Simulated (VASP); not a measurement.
Write the native input for VASP 6.6.1 that does the following.

- Task: single point
- Functional: PBEsol
- Potentials or basis: VASP PAW PBE potentials, release 64 (Zr_sv, N)
- Cutoff: 600 eV
- k mesh: 11 × 11 × 11
- Occupations: fermi-dirac, width 0.1 eV
- Spin: no spin polarisation
- Dipole correction: no
- Further INCAR settings: ALGO = Normal; EDIFF = 1e-06; NBANDS = 16

The structure of ZrN lies in POSCAR:

```
ZrN
1.0
    0.0000000000      2.3451094916      2.3451094916
    2.3451094916      0.0000000000      2.3451094916
    2.3451094916      2.3451094916      0.0000000000
Zr N
1 1
Direct
    0.5000000000      0.5000000000      0.5000000000
    0.0000000000      0.0000000000      0.0000000000
```

One way to write it, as run:

INCAR

```
SYSTEM = ZrN
ALGO = Normal
EDIFF = 1E-6
ENCUT = 600
GGA = PS
GGA_COMPAT = .FALSE.
ISIF = 2
ISMEAR = -1
LASPH = .TRUE.
LCHARG = .FALSE.
LREAL = .FALSE.
LWAVE = .FALSE.
NBANDS = 16
NELM = 120
PREC = Accurate
SIGMA = 0.1
```

KPOINTS

```
k-points
0
G
  11 11 11
  0 0 0
```

Potentials or basis: VASP PAW PBE potentials, release 64 (Zr_sv, N).

Launch:

```bash
$ cat potpaw_PBE.64/Zr_sv/POTCAR potpaw_PBE.64/N/POTCAR > POTCAR
$ mpirun -np 1 vasp_std > vasp.out
```

Results of the run:

```yaml
Pressure: -19.6 GPa
Band_gap_on_the_k_mesh: zero (an odd number of electrons rules out a gap without spin polarisation)
```

Caveat: the cell stands under tension; the PAW data sets were made with another functional, which shifts forces and pressure a little; an odd number of electrons without spin polarisation forces a metal; a magnetic or distorted state may lie lower.

Run time: 26 s on 1 thread of Intel Xeon 8259CL (shared host), peak memory 0.17 GiB.
